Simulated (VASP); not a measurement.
## Si: relaxation of cell and atoms with LDA

Si:

```
Si
1.0
     0.00000    2.72185    2.72185
     2.72185    0.00000    2.72185
     2.72185    2.72185    0.00000
Si
2
Direct
  0.50000 0.50000 0.50000
  0.75000 0.75000 0.75000
```

```json
{
 "Program": "VASP 6.6.1",
 "Task": "relaxation of cell and atoms",
 "Functional": "LDA",
 "Potentials or basis": "VASP PAW LDA potentials, release 64 (Si)",
 "Cutoff": "600 eV",
 "k mesh": "8 × 8 × 8",
 "Occupations": "fermi-dirac, width 0.05 eV",
 "Spin": "no spin polarisation",
 "Dipole correction": "no",
 "Further INCAR settings": "ALGO = Normal; EDIFF = 1e-06; IBRION = 2; EDIFFG = -0.02; NSW = 80; ISIF = 3"
}
```

* Relaxed volume: 19.72 Å³/atom
* Relaxed cell: a = 3.821 Å, b = 3.821 Å, c = 3.821 Å, α = 60.00°, β = 60.00°, γ = 60.00°
* Space group after relaxing (to 0.05 Å): Fd-3m (No. 227)
* Energy gained by relaxing: 3.0 meV/atom
* Ionic steps: 3
* Pressure after relaxing: 0.0 GPa
* Band gap on the k mesh: 0.49 eV, indirect (least direct gap 2.53 eV)

The path:
```
step  energy change (eV)  largest force (eV/Å)  pressure (GPa)  volume (Å³)
   1              0.0000                0.0000           -2.07        40.33
   2             -0.0030                0.0000            1.55        38.83
   3             -0.0059                0.0000            0.00        39.44
```

Final structure:
```cif
data_structure
_symmetry_space_group_name_H-M 'P 1'
_symmetry_Int_Tables_number 1
_cell_length_a 3.8206
_cell_length_b 3.8206
_cell_length_c 3.8206
_cell_angle_alpha 60.000
_cell_angle_beta 60.000
_cell_angle_gamma 60.000
_cell_volume 39.44
loop_
_atom_site_label
_atom_site_type_symbol
_atom_site_fract_x
_atom_site_fract_y
_atom_site_fract_z
_atom_site_occupancy
Si1 Si 0.50000 0.50000 0.50000 1
Si2 Si 0.75000 0.75000 0.75000 1
```

Levels at points of the mesh, in eV from the valence-band top:
| k point | band 2 | band 3 | band 4 | band 5 | band 6 | band 7 |
| --- | --- | --- | --- | --- | --- | --- |
| (0.00, 0.00, 0.00) | 0.00 | 0.00 | 0.00 | 2.53 | 2.53 | 2.53 |
| (0.50, 0.00, 0.00) | -7.06 | -1.21 | -1.21 | 1.48 | 3.28 | 3.28 |
| (0.50, 0.50, 0.00) | -7.86 | -2.89 | -2.89 | 0.57 | 0.57 | 10.11 |

Run time: 6.1 s on 1 thread of Intel(R) Xeon(R) 6975P-C (Granite Rapids) (shared host), peak memory 0.15 GiB.

A k mesh can miss the band edges. Expect the measured gap to be larger: semilocal functionals such as LDA lack the derivative discontinuity.
